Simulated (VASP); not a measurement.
Here is a VASP 6.6.1 calculation.

Contents of INCAR:

```
SYSTEM = InP
PREC = Accurate
ENCUT = 520
EDIFF = 1E-6
ISMEAR = 0
SIGMA = 0.02
LREAL = Auto
LASPH = .TRUE.
NELM = 60
ALGO = Normal
ISIF = 2
LWAVE = .FALSE.
LCHARG = .FALSE.
GGA = PE
NBANDS = 166
```

File KPOINTS:

```
regular mesh
0
G
  1 1 1
  0 0 0
```

POSCAR

```
InP
1.0
   -5.9597880289      5.9597880289      5.9597880289
    5.9597880289     -5.9597880289      5.9597880289
    5.9597880289      5.9597880289     -5.9597880289
In P
16 16
Direct
    0.5000000000      0.5000000000      0.0000000000
    0.5000000000      0.7500000000      0.7500000000
    0.5000000000      0.0000000000      0.5000000000
    0.7500000000      0.2500000000      0.0000000000
    0.5000000000      0.2500000000      0.2500000000
    0.7500000000      0.5000000000      0.7500000000
    0.7500000000      0.7500000000      0.5000000000
    0.0000000000      0.0000000000      0.0000000000
    0.7500000000      0.0000000000      0.2500000000
    0.0000000000      0.2500000000      0.7500000000
    0.0000000000      0.5000000000      0.5000000000
    0.2500000000      0.7500000000      0.0000000000
    0.0000000000      0.7500000000      0.2500000000
    0.2500000000      0.0000000000      0.7500000000
    0.2500000000      0.2500000000      0.5000000000
    0.2500000000      0.5000000000      0.2500000000
    0.2500000000      0.5000000000      0.0000000000
    0.2500000000      0.7500000000      0.7500000000
    0.2500000000      0.0000000000      0.5000000000
    0.5000000000      0.2500000000      0.0000000000
    0.2500000000      0.2500000000      0.2500000000
    0.5000000000      0.5000000000      0.7500000000
    0.5000000000      0.7500000000      0.5000000000
    0.7500000000      0.0000000000      0.0000000000
    0.5000000000      0.0000000000      0.2500000000
    0.7500000000      0.2500000000      0.7500000000
    0.7500000000      0.5000000000      0.5000000000
    0.0000000000      0.7500000000      0.0000000000
    0.7500000000      0.7500000000      0.2500000000
    0.0000000000      0.0000000000      0.7500000000
    0.0000000000      0.2500000000      0.5000000000
    0.0000000000      0.5000000000      0.2500000000
```

Potentials or basis: VASP PAW PBE potentials, release 64 (In_d, P).

Command:

```console
$ cat potpaw_PBE.64/In_d/POTCAR potpaw_PBE.64/P/POTCAR > POTCAR
$ mpirun -np 1 vasp_gam > vasp.out
```

Problem. Predict the band gap on the k mesh.

Solution. 0.41 eV.

Problem. What does it give for the pressure?

Solution. 0.1 GPa.

Caveat: the k points lie up to 0.75 Å⁻¹ apart; spin-orbit coupling is left out, which moves the levels of the heavy elements. A hybrid or GW would open this gap; PBE tends to underestimate it.
